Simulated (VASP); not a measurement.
The system is Hf.

```
Hf
1.0
    -2.64036    3.10102    3.11399
     2.64036   -3.10102    3.11399
     2.64036    3.10102   -3.11399
Hf
4
Direct
  0.66667 0.68358 0.35025
  0.33333 0.68358 0.01691
  0.33333 0.31642 0.64975
  0.66667 0.31642 0.98309
```

The cell was built from a structure type or drawn by symmetry, and may not be a known phase.

- Program: VASP 6.6.1
- Task: relaxation of cell and atoms
- Functional: PBE
- Potentials or basis: VASP PAW PBE potentials, release 64 (Hf_pv)
- Cutoff: 600 eV
- k mesh: 4 × 4 × 4
- Occupations: gaussian, width 0.1 eV
- Spin: no spin polarisation

At the start: pressure 53.6 GPa; volume 25.50 Å³/atom.

Problem. Where does the relaxation end?

Solution. Over 23 steps the energy falls by 4519.4 meV/atom and the volume is 25.02 Å³/atom (-1.9 %); space group Immm (No. 71, to 0.1 Å) before, Pm-3m (No. 221, to 0.1 Å).

Step by step:
| step | energy change (eV) | largest force (eV/Å) | pressure (GPa) | volume (Å³) |
| --- | --- | --- | --- | --- |
| 1 | 0.0000 | 21.3449 | 53.58 | 101.99 |
| 2 | -7.1826 | 0.2131 | -5.87 | 260.16 |
| 3 | -7.6636 | 0.2482 | -6.13 | 247.88 |
| 4 | -8.2348 | 0.3309 | -6.58 | 235.48 |
| 5 | -13.2020 | 0.8525 | -11.25 | 162.81 |
| 6 | -16.0134 | 0.9997 | -9.49 | 130.84 |
| 7 | -16.0844 | 2.5484 | -2.09 | 116.02 |
| 8 | -16.2938 | 1.4592 | -6.67 | 123.50 |
| 9 | -16.3630 | 1.6436 | -5.94 | 121.72 |
| 10 | -17.1998 | 1.1524 | -1.29 | 106.97 |
| 11 | -17.2599 | 0.9755 | 1.56 | 102.44 |
| 12 | -17.6596 | 0.7470 | 1.64 | 99.23 |
| 13 | -17.7973 | 0.6794 | 2.66 | 96.84 |
| 14 | -17.6446 | 0.7525 | 7.29 | 91.78 |
| 15 | -17.8184 | 0.4723 | 3.49 | 95.52 |
| 16 | -18.0341 | 0.4930 | -1.04 | 101.48 |
| 17 | -18.0442 | 0.3155 | -0.34 | 100.42 |
| 18 | -18.0443 | 0.3370 | -0.43 | 100.55 |
| 19 | -18.0757 | 0.1079 | 0.25 | 99.57 |
| 20 | -18.0759 | 0.0831 | 0.32 | 99.47 |
| 21 | -18.0775 | 0.0043 | -0.21 | 100.20 |
| 22 | -18.0776 | 0.0152 | -0.17 | 100.10 |
| 23 | -18.0776 | 0.0174 | -0.14 | 100.08 |

Final structure:
```
CELL_PARAMETERS angstrom
-2.91591 2.92813 2.93029
2.91591 -2.92813 2.93029
2.91591 2.92813 -2.93029
ATOMIC_POSITIONS crystal
Hf 0.75019 0.74998 0.50017
Hf 0.24981 0.74998 0.99979
Hf 0.24981 0.25002 0.49983
Hf 0.75019 0.25002 0.00021
```

Caveat: the k points lie up to 0.38 Å⁻¹ apart in the final cell.
